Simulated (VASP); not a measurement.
Input of a VASP 6.6.1 run:

File INCAR:

```
SYSTEM = KTaO3
PREC     = Accurate       ! precision mode
ENCUT    = 520            ! plane-wave cutoff, eV
EDIFF    = 1E-6           ! SCF threshold, eV
ISMEAR   = 0              ! smearing method
SIGMA    = 0.05           ! smearing width, eV
LREAL    = .False.        ! projectors in reciprocal space
LASPH    = .True.         ! aspherical terms in the spheres
NELM     = 60             ! most SCF steps
ALGO     = Normal         ! electronic algorithm
ISIF     = 2              ! what is computed and relaxed
LWAVE    = .False.        ! write WAVECAR
LCHARG   = .False.        ! write CHGCAR
GGA      = PE             ! functional
NBANDS   = 27             ! bands
```

The input KPOINTS:

```
regular mesh
0
Gamma
  8 8 8
  0 0 0
```

File POSCAR:

```
KTaO3
1.0
    3.9700125968      0.0000000000      0.0000000000
    0.0000000000      3.9700125968      0.0000000000
    0.0000000000      0.0000000000      3.9700125968
K Ta O
1 1 3
Direct
    0.0000000000      0.0000000000      0.0000000000
    0.5000000000      0.5000000000      0.5000000000
    0.0000000000      0.5000000000      0.5000000000
    0.5000000000      0.5000000000      0.0000000000
    0.5000000000      0.0000000000      0.5000000000
```

Potentials or basis: VASP PAW PBE potentials, release 64 (K_sv, Ta_pv, O).

Command:

```sh
$ cat potpaw_PBE.64/K_sv/POTCAR potpaw_PBE.64/Ta_pv/POTCAR potpaw_PBE.64/O/POTCAR > POTCAR
$ mpirun -np 1 vasp_std > vasp.out
```

(1) What does it give for the pressure?

(2) Predict the band gap on the k mesh.

Answers

(1) 9.1 GPa.

(2) 2.21 eV, indirect (least direct gap 2.82 eV).

Caveat: spin-orbit coupling is left out, which moves the levels of the heavy elements.
